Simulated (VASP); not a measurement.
Ti2O: single point with r2SCAN

Crystal: Ti2O.

```xyz
3
Lattice="2.9821 0.0000 0.0000 -1.4910 2.5826 0.0000 0.0000 0.0000 4.8570" Properties=species:S:1:pos:R:3 pbc="T T T"
Ti    1.4910    0.8609    1.3024
Ti    0.0000    1.7217    3.5546
O     0.0000    0.0000    0.0000
```

```yaml
Program: VASP 6.6.1
Task: single point
Functional: r2SCAN
Potentials_or_basis: VASP PAW PBE potentials, release 64 (Ti_sv, O)
Cutoff: 520 eV
k_mesh: 18 × 18 × 10
Occupations: gaussian, width 0.1 eV
Spin: no spin polarisation
Dipole_correction: no
Further_INCAR_settings: ALGO = Normal; EDIFF = 1e-07; NBANDS = 22
```

- Pressure: -4.5 GPa
- Largest force: 0.058 eV/Å
- Band gap on the k mesh: zero (bands 15 and 16 overlap by 0.93 eV)

Forces on the atoms (eV/Å):
```
Ti   0.000  0.000  0.058
Ti   0.000  0.000 -0.058
O    0.000  0.000  0.000
```

Levels at points of the mesh, in eV from the Fermi level:
```tsv
k point	band 12	band 13	band 14	band 15	band 16	band 17	band 18	band 19
(0.00, 0.00, 0.00)	-6.31	-4.15	-0.34	0.19	0.55	0.55	1.08	1.08
(0.50, 0.00, 0.00)	-6.75	-2.62	-1.54	-0.78	1.11	1.75	2.77	2.84
(0.00, 0.00, 0.50)	-6.37	-2.25	-1.84	0.18	0.18	1.13	1.89	1.89
(0.50, 0.00, 0.50)	-6.69	-1.74	-1.49	-0.61	-0.50	1.01	2.73	2.89
```

It took 5.8 min on 1 thread of Intel(R) Xeon(R) 6975P-C (Granite Rapids) (shared host), peak memory 0.35 GiB.

Caveat: the cell stands under tension; the PAW data sets were made with another functional, which shifts forces and pressure a little.
